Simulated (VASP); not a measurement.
# SnSe2 (P-3m1) in VASP: further runs

SnSe2 is run at these levels: PBE+D3(BJ), PBE; tasks: relaxation of cell and atoms, single point.

All numbers are computed with VASP 6.6.1; they aren't measurements. Logs are shortened: lines on timing, memory, paths and dates and some standing lists are left out, and cuts for length are marked.

## Step 1: The cell of the first run

The structure is trigonal, space group P-3m1 (No. 164). The conventional cell has a = 3.855 Å, b = 3.855 Å, c = 6.103 Å, α = 90.00°, β = 90.00°, γ = 120.00°. Sn (site symmetry -3m) has 6 Se at 2.72 Å within 3.6 Å. Se (site symmetry 3m) has 3 Sn at 2.72 Å and 12 Se at 3.71 to 3.85 Å within 3.9 Å.

## Step 2: Relaxation of cell and atoms, PBE+D3(BJ)

The input, INCAR:

```
PREC = Accurate
ENCUT = 600
EDIFF = 1E-6
ISMEAR = -1
SIGMA = 0.02
LREAL = F
LASPH = T
NELM = 60
ALGO = Normal
ISIF = 3
LWAVE = F
LCHARG = F
GGA = PE
IVDW = 12
IBRION = 2
NSW = 80
EDIFFG = -0.005
```

The input, KPOINTS:

```
regular mesh
0
Gamma
  12 12 4
```

The input, POSCAR:

```
SnSe2
1.0
    3.8545658600      0.0000000000      0.0000000000
   -1.9272829300      3.3381519553      0.0000000000
    0.0000000000      0.0000000000      6.1025133820
Sn Se
1 2
Direct
    0.0000000000      0.0000000000      0.0000000000
    0.3333333333      0.6666666667      0.2566576414
    0.6666666667      0.3333333333      0.7433423586
```

Potentials or basis: VASP PAW PBE potentials, release 64 (Sn_d, Se).

The run is started by

```
cat potpaw_PBE.64/Sn_d/POTCAR potpaw_PBE.64/Se/POTCAR > POTCAR
mpirun -np 1 vasp_std > vasp.out
```

OUTCAR:

```text
PREC = Accurate
   ENCUT = 600
   EDIFF = 1E-6
   ISMEAR = -1
   LREAL = F
   LASPH = T
   NELM = 60
   ISIF = 3
   GGA = PE
   IVDW = 12
   IBRION = 2
   NSW = 80
   EDIFFG = -0.005
 IVDW          = 12

 ion  position               nearest neighbor table
   1  0.000  0.000  0.000-   2 2.72   3 2.72   2 2.72   3 2.72   3 2.72   2 2.72
   2  0.333  0.667  0.257-   1 2.72   1 2.72   1 2.72
   3  0.667  0.333  0.743-   1 2.72   1 2.72   1 2.72

  LATTYP: Found a hexagonal cell.
 ALAT       =     3.8545658600
 C/A-ratio  =     1.5831908453

  Lattice vectors:

 A1 = (   3.8545658600,   0.0000000000,   0.0000000000)
 A2 = (  -1.9272829300,   3.3381519553,   0.0000000000)
 A3 = (   0.0000000000,   0.0000000000,   6.1025133820)

Analysis of symmetry for initial positions (statically):
=====================================================================
 Subroutine PRICEL returns:
 Original cell was already a primitive cell.

 Routine SETGRP: Setting up the symmetry group for a
 hexagonal supercell.

 Subroutine GETGRP returns: Found 12 space group operations
 (whereof 12 operations were pure point group operations)
 out of a pool of 24 trial point group operations.

The static configuration has the point symmetry D_3d.

Analysis of symmetry for dynamics (positions and initial velocities):
=====================================================================
 Subroutine PRICEL returns:
 Original cell was already a primitive cell.

 Routine SETGRP: Setting up the symmetry group for a
 hexagonal supercell.

 Subroutine GETGRP returns: Found 12 space group operations
 (whereof 12 operations were pure point group operations)
 out of a pool of 24 trial point group operations.

The dynamic configuration has the point symmetry D_3d.

 Subroutine INISYM returns: Found 12 space group operations
 (whereof 12 operations are pure point group operations),
 and found     1 'primitive' translations

----------------------------------------------------------------------------------------

                                     Primitive cell

  volume of cell :      78.5218

  direct lattice vectors                    reciprocal lattice vectors
     3.854565860  0.000000000  0.000000000     0.259432589  0.149783475  0.000000000
    -1.927282930  3.338151955  0.000000000     0.000000000  0.299566950  0.000000000
     0.000000000  0.000000000  6.102513382     0.000000000  0.000000000  0.163866908

  length of vectors
     3.854565860  3.854565860  6.102513382     0.299566950  0.299566950  0.163866908

  position of ions in fractional coordinates (direct lattice)
     0.000000000  0.000000000  0.000000000
     0.333333333  0.666666667  0.256657641
     0.666666667  0.333333333  0.743342359

  ion indices of the primitive-cell ions
   primitive index   ion index
                 1           1
                 2           2
                 3           3

----------------------------------------------------------------------------------------

 KPOINTS: regular mesh

Automatic generation of k-mesh.
 Grid dimensions read from file:
 generate k-points for:   12   12    4

 Generating k-lattice:

  Cartesian coordinates                     Fractional coordinates (reciprocal lattice)
     0.021619382  0.012481956  0.000000000     0.083333333 -0.000000000  0.000000000
     0.000000000  0.024963913  0.000000000     0.000000000  0.083333333  0.000000000
     0.000000000  0.000000000  0.040966727     0.000000000  0.000000000  0.250000000

  Length of vectors
     0.024963913  0.024963913  0.040966727

  Shift w.r.t. Gamma in fractional coordinates (k-lattice)
     0.000000000  0.000000000  0.000000000

 Subroutine IBZKPT returns following result:
 ===========================================

 Found     69 irreducible k-points:

 Following reciprocal coordinates:
            Coordinates               Weight
  0.000000  0.000000  0.000000      1.000000
  0.083333  0.000000  0.000000      6.000000
  0.166667 -0.000000  0.000000      6.000000
  0.250000  0.000000  0.000000      6.000000
  0.333333 -0.000000  0.000000      6.000000
  0.416667  0.000000  0.000000      6.000000
[... 16 lines left out ...]
  0.166667 -0.000000  0.250000      6.000000
  0.000000  0.166667  0.250000      6.000000
 [... further k-points ...]
   k-points           NKPTS =     69   k-points in BZ     NKDIM =     69   number of bands    NBANDS=     17
   number of dos      NEDOS =    301   number of ions     NIONS =      3
   total plane-waves  NPLWV =  51200
   dimension x,y,z NGX =    32 NGY =   32 NGZ =   50
   dimension x,y,z NGXF=    64 NGYF=   64 NGZF=  100
   ions per type =               1   2
   NGX,Y,Z   is equivalent  to a cutoff of  13.80, 13.80, 13.62 a.u.
   NGXF,Y,Z  is equivalent  to a cutoff of  27.60, 27.60, 27.24 a.u.
 SYSTEM =  unknown system
   PREC   = accura    normal or accurate (medium, high low for compatibility)
   ISTART =      0    job   : 0-new  1-cont  2-samecut
   ICHARG =      2    charge: 1-file 2-atom 10-const
   ISPIN  =      1    spin polarized calculation?
   LNONCOLLINEAR =      F non collinear calculations
   LSORBIT =      F    spin-orbit coupling
   LASPH  =      T    aspherical Exc in radial PAW
   ENCUT  =  600.0 eV  44.10 Ry    6.64 a.u.   7.70  7.70 12.19*2*pi/ulx,y,z
   NELM   =     60;   NELMIN=  2; NELMDL= -5     # of ELM steps
   EDIFF  = 0.1E-05   stopping-criterion for ELM
   LREAL  =      F    real-space projection
   EDIFFG = -.5E-02   stopping-criterion for IOM
   NSW    =     80    number of steps for IOM
   IBRION =      2    ionic relax: 0-MD 1-quasi-New 2-CG
   NFREE  =      1    steps in history (QN), initial steepest desc. (CG)
   ISIF   =      3    stress and relaxation
   ISYM   =      2    0-nonsym 1-usesym 2-fastsym
   POTIM  = 0.5000    time-step for ionic-motion
   TEBEG  =    0.0;   TEEND  =   0.0 temperature during run
   PSTRESS=    0.0 pullay stress
   NELECT =      26.0000    total number of electrons
   NUPDOWN=      -1.0000    fix difference up-down
   EMIN   =  10.00;   EMAX   =-10.00  energy-range for DOS
   EFERMI =   0.00;   METHOD = LEGACY
   ISMEAR =    -1;   SIGMA  =   0.02  broadening in eV -4-tet -1-fermi 0-gaus
   EFERMI_NEDOS =   21; number of points for ismear=-14 and -15
   IALGO  =     38    algorithm
   IMIX   =      4    mixing-type and parameters
     AMIX     =   0.40;   BMIX     =  1.00
     AMIX_MAG =   1.60;   BMIX_MAG =  1.00
  volume/ion in A,a.u.               =      26.17       176.63
  Fermi-wavevector in a.u.,A,eV,Ry     =   1.132581  2.140267 17.452726  1.282739
  Thomas-Fermi vector in A             =   2.269282
   LORBIT       =      0    0 simple, 1 ext, 2 COOP (PROOUT), +10 PAW based schemes
   GGA     = PE    functional components
   LHFCALC =     F    Hartree Fock is set to
   AEXX    =    0.0000 exact exchange contribution
   IVDW    =    12    specifies the selected vdW correction
   LEPSILON=     F    determine dielectric tensor
   LRPA    =     F    only Hartree local field effects (RPA)
 conjugate gradient relaxation of ions
 non-spin polarized calculation
  energy-cutoff  :      600.00
  volume of cell :       78.52
 maximum number of plane-waves:      2647
 NGX is ok and might be reduce to    32
   NGX = 15   NGY = 15   NGZ = 25

--------------------------------------- Ionic step        1  -------------------------------------------

 number of electron      25.9999994 magnetization

 Free energy of the ion-electron system (eV)
  ---------------------------------------------------
  ext. energy  EPLUGINS =         0.00000000
  ---------------------------------------------------
  free energy    TOTEN  =       -11.82343227 eV

  energy without entropy =      -11.82343226  energy(sigma->0) =      -11.82343226

------------------------ aborting loop because EDIFF is reached ----------------------------------------

 Edisp (eV)   -1.06480

 E8    (eV) :    -0.4660

  FORCE on cell =-STRESS in cart. coord.  units (eV):
  Direction    XX          YY          ZZ          XY          YZ          ZX
  --------------------------------------------------------------------------------------
  -------------------------------------------------------------------------------------
  Total      -0.04299    -0.04299     0.48236     0.00000    -0.00000    -0.00000
  in kB      -0.87708    -0.87708     9.84214     0.00000    -0.00000    -0.00000
  external pressure =        2.70 kB  Pullay stress =        0.00 kB
[... 100 lines left out ...]
  FREE ENERGIE OF THE ION-ELECTRON SYSTEM (eV)
  ---------------------------------------------------
  free  energy   TOTEN  =       -12.8934052115 eV

  energy  without entropy=      -12.8934052064  energy(sigma->0) =      -12.89340521

[... ionic steps 4 to 14 ...]

--------------------------------------- Ionic step       15  -------------------------------------------

 number of electron      25.9999999 magnetization

------------------------ aborting loop because EDIFF is reached ----------------------------------------

 Edisp (eV)   -1.09347

 E8    (eV) :    -0.4787
[... 71 lines left out ...]
  energy  without entropy=      -12.8992013484  energy(sigma->0) =      -12.89920140

--------------------------------------- Ionic step       17  -------------------------------------------

 number of electron      25.9999999 magnetization

 Free energy of the ion-electron system (eV)
  ---------------------------------------------------
  ext. energy  EPLUGINS =         0.00000000
  ---------------------------------------------------
  free energy    TOTEN  =       -11.80550902 eV

  energy without entropy =      -11.80550889  energy(sigma->0) =      -11.80550896

 E-fermi :   4.7083     XC(G=0):  -9.5745

 val. band max:        4.4790628118   @ k =   0.0833   0.0833   0.0000
 cond. band min:       4.9361830733   @ k =   0.0000   0.4167   0.2500
 fundamental gap:      0.4571202615
 Fermi energy:         4.7082687317

 k-point     1 :       0.0000    0.0000    0.0000
  band No.  band energies     occupation
      1     -16.9552      2.00000
      2     -16.9552      2.00000
      3     -16.9214      2.00000
      4     -16.9102      2.00000
      5     -16.9102      2.00000
      6      -9.4943      2.00000
[... 9 lines left out ...]
     16       8.9247      0.00000
     17       8.9247      0.00000
[... 443 lines left out ...]
      1     -16.9654      2.00000
      2     -16.9465      2.00000
      3     -16.9177      2.00000
      4     -16.9128      2.00000
      5     -16.9090      2.00000
      6      -9.1126      2.00000
[... 9 lines left out ...]
     16       9.3839      0.00000
     17       9.4922      0.00000

 [... further k-points ...]

------------------------ aborting loop because EDIFF is reached ----------------------------------------

 Edisp (eV)   -1.09371

 E8    (eV) :    -0.4787

  FORCE on cell =-STRESS in cart. coord.  units (eV):
  Direction    XX          YY          ZZ          XY          YZ          ZX
  --------------------------------------------------------------------------------------
  -------------------------------------------------------------------------------------
  Total       0.00135     0.00135     0.00264    -0.00000    -0.00000    -0.00000
  in kB       0.02825     0.02825     0.05520    -0.00000    -0.00000    -0.00000
  external pressure =        0.04 kB  Pullay stress =        0.00 kB
[... 18 lines left out ...]
  FREE ENERGIE OF THE ION-ELECTRON SYSTEM (eV)
  ---------------------------------------------------
  free  energy   TOTEN  =       -12.8992164985 eV

  energy  without entropy=      -12.8992163734  energy(sigma->0) =      -12.89921644

 reached required accuracy - stopping structural energy minimisation
```

Wall time 6 min (1 thread of AMD EPYC 9R45 (Zen 5), shared host); peak memory 0.29 GiB.

What came out:

```
Free energy                           : -12.8992 eV
Relaxed volume                        : 25.54 Å³/atom
Relaxed cell                          : a = 3.841 Å, b = 3.841 Å, c = 5.996 Å, α = 90.00°, β = 90.00°, γ = 120.00°
Space group after relaxing (to 0.1 Å) : P-3m1 (No. 164)
Energy gained by relaxing             : 3.7 meV/atom
Ionic steps                           : 17
Pressure after relaxing               : 0.0 GPa
Band gap on the k mesh                : 0.46 eV (least direct gap 0.79 eV)
Dispersion energy per atom            : -0.365 eV
```

Step by step:
| step | energy change (eV) | largest force (eV/Å) | pressure (GPa) | volume (Å³) |
| --- | --- | --- | --- | --- |
| 1 | 0.0000 | 0.2648 | 0.27 | 78.52 |
| 2 | -0.0052 | 0.0439 | -0.57 | 79.02 |
| 3 | -0.0052 | 0.0486 | -0.54 | 79.01 |
| 4 | -0.0074 | 0.0450 | -0.07 | 78.18 |
| 5 | -0.0074 | 0.0450 | -0.02 | 78.07 |
| 6 | -0.0074 | 0.0438 | 0.11 | 77.86 |
| 7 | -0.0074 | 0.0444 | -0.01 | 78.03 |
| 8 | -0.0081 | 0.0452 | 0.04 | 77.88 |
| 9 | -0.0096 | 0.0478 | 0.07 | 77.43 |
| 10 | -0.0107 | 0.0522 | 0.23 | 76.51 |
| 11 | -0.0109 | 0.0152 | -0.13 | 76.69 |
| 12 | -0.0109 | 0.0081 | 0.01 | 76.63 |
| 13 | -0.0109 | 0.0066 | 0.00 | 76.64 |
| 14 | -0.0109 | 0.0055 | 0.00 | 76.64 |
| 15 | -0.0110 | 0.0025 | 0.01 | 76.63 |
| 16 | -0.0110 | 0.0071 | 0.04 | 76.59 |
| 17 | -0.0110 | 0.0020 | 0.00 | 76.61 |

Final structure:
```yaml
crystal:
  lattice:
    - [3.84109, 0.00000, 0.00000]
    - [-1.92054, 3.32648, 0.00000]
    - [0.00000, 0.00000, 5.99575]
  atoms:
    - { symbol: Sn, position: [0.00000, 0.00000, 0.00000] }
    - { symbol: Se, position: [0.33333, 0.66667, 0.26608] }
    - { symbol: Se, position: [0.66667, 0.33333, 0.73392] }
```

Caveat: spin-orbit coupling is left out, which moves the levels of the heavy elements. A k mesh can miss the band edges.

[end of part 1 of 2]
